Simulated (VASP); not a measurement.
A run of VASP 6.6.1 is set up as follows.

File INCAR:

```
SYSTEM = K3H
PREC = Accurate
ENCUT = 520
EDIFF = 1E-6
ISMEAR = 0
SIGMA = 0.1
LREAL = .FALSE.
LASPH = .TRUE.
NELM = 100
ALGO = Normal
ISIF = 2
LWAVE = .FALSE.
LCHARG = .FALSE.
GGA = PE
NBANDS = 22
```

The input KPOINTS:

```
regular mesh
0
G
  6 6 10
  0 0 0
```

POSCAR

```
K3H
1.0
    8.1958372696      0.0000000000      0.0000000000
   -4.0979186348      7.0978032808      0.0000000000
    0.0000000000      0.0000000000      4.7229546536
K H
3 1
Direct
    0.3333333333      0.6666666667      0.5000000000
    0.6666666667      0.3333333333      0.5000000000
    0.0000000000      0.0000000000      0.5000000000
    0.0000000000      0.0000000000      0.0000000000
```

Potentials or basis: VASP PAW PBE potentials, release 64 (K_sv, H).

Run with:

```console
$ cat potpaw_PBE.64/K_sv/POTCAR potpaw_PBE.64/H/POTCAR > POTCAR
$ mpirun -np 1 vasp_std > vasp.out
```

(1) Predict the pressure.

(2) Predict the band gap on the k mesh.

Answers

(1) 0.0 GPa.

(2) zero (band 14 reaches 0.23 eV, above the bottom of band 15 at -1.38 eV).
